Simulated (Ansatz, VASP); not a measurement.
AlN in VASP and in Ansatz

INCAR

```
SYSTEM = AlN
ALGO = Normal
EDIFF = 1E-6
EDIFFG = -0.01
ENCUT = 600
GGA = PE
IBRION = 2
ISIF = 3
ISMEAR = 0
LASPH = .True.
LCHARG = .False.
LREAL = .False.
LWAVE = .False.
NELM = 100
NSW = 100
PREC = Accurate
SIGMA = 0.02
```

File KPOINTS:

```
k-points
0
Gamma
  10 10 10
  0 0 0
```

The input POSCAR:

```
AlN
1.0
    0.0000000000      2.8173915447      4.8437873806
    1.4341071650      0.0000000000      4.8437873806
    1.4341071650      2.8173915447      0.0000000000
Al N
2 2
Direct
    0.5662502131      0.5662502131      0.9337497869
    0.3162502131      0.3162502131      0.6837497869
    0.6837497869      0.6837497869      0.3162502131
    0.9337497869      0.9337497869      0.5662502131
```

Input for Ansatz:

```yaml
crystal:
  lattice:
    - [0.0, 2.8173915447, 4.8437873806]
    - [1.434107165, 0.0, 4.8437873806]
    - [1.434107165, 2.8173915447, 0.0]
  atoms:
    - { symbol: Al, position: [0.5662502131, 0.5662502131, 0.9337497869] }
    - { symbol: Al, position: [0.3162502131, 0.3162502131, 0.6837497869] }
    - { symbol: "N", position: [0.6837497869, 0.6837497869, 0.3162502131] }
    - { symbol: "N", position: [0.9337497869, 0.9337497869, 0.5662502131] }
basis:
  ecutwfc: 420
kpoints:
  mp_grid: { grid: [10, 10, 10] }
hamiltonian:
  xc: pbe
scf:
  occupations: { method: gaussian, width: 0.02 }
output:
  forces: true
  stress: true
  eigenvalues: true
  write_density: true
  write_potential: true
  elf: true
  volumetric_format: npy
relax:
  adjacent_minimum: "off"
  f_tol: 0.01
  max_steps: 80
  cell: { stress_tol: 0.05 }
```

Alike in both runs: task relaxation of cell and atoms; functional PBE; k mesh 10 × 10 × 10; occupations gaussian, width 0.02 eV; no spin polarisation.

|  | VASP | Ansatz |
| --- | --- | --- |
| version | VASP 6.6.1 | Ansatz 0.2.0 |
| potentials or method | VASP PAW PBE potentials, release 64 (Al, N), cutoff 600 eV | scalar-relativistic, plane waves, PAW |
| valence electrons in the cell | 16 | 16 |

|  | VASP | Ansatz | Ansatz less VASP |
| --- | --- | --- | --- |
| gap on the k mesh at the Fermi level, each at its own relaxed structure (eV) | 3.19 | 3.16 | -0.026 |
| relaxed volume (Å³/atom) | 9.77 | 9.79 | +0.019 |
| relaxed cell length with the largest relative difference (Å) | 5.048 | 5.052 | +0.0040 |
